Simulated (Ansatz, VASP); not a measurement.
## Ti2Hg in VASP and in Ansatz

```
Ti Hg
1.0
     0.00000    3.20110    3.20110
     3.20110    0.00000    3.20110
     3.20110    3.20110    0.00000
Ti Hg
2 1
Direct
  0.25000 0.25000 0.25000
  0.50000 0.50000 0.50000
  0.00000 0.00000 0.00000
```

Change from the starting cell: species swapped into the Cu2Se type (F-43m, No. 216).

Alike in both runs: functional PBE; k mesh 12 × 12 × 12; occupations gaussian, width 0.1 eV; collinear spin.

Ansatz relaxed the structure, and its values are those at the end. VASP's run is a single point on that final structure, the one shown.

|  | VASP | Ansatz |
| --- | --- | --- |
| version | VASP 6.6.1 | Ansatz 0.2.0 |
| potentials or method | VASP PAW PBE potentials, release 64 (Ti_sv, Hg), cutoff 520 eV | scalar-relativistic, plane waves, PAW |
| valence electrons in the cell | 36 | 44 |

```tsv
	VASP	Ansatz	Ansatz less VASP
gap on the k mesh at the Fermi level (eV)	none	none	-
pressure (GPa)	0.1	0.0	-0.11
net moment per atom (μB)	1.01	1.01	-0.002
```

A gap of «none» marks a metal or a gap that the smearing closes. With one functional, cell and mesh, what is left measures potentials, basis and numerics. VASP's potentials hold 36 valence electrons a cell and Ansatz's 44, so a difference there can come from the potentials and not from the codes.

Neither program's run includes spin-orbit coupling.
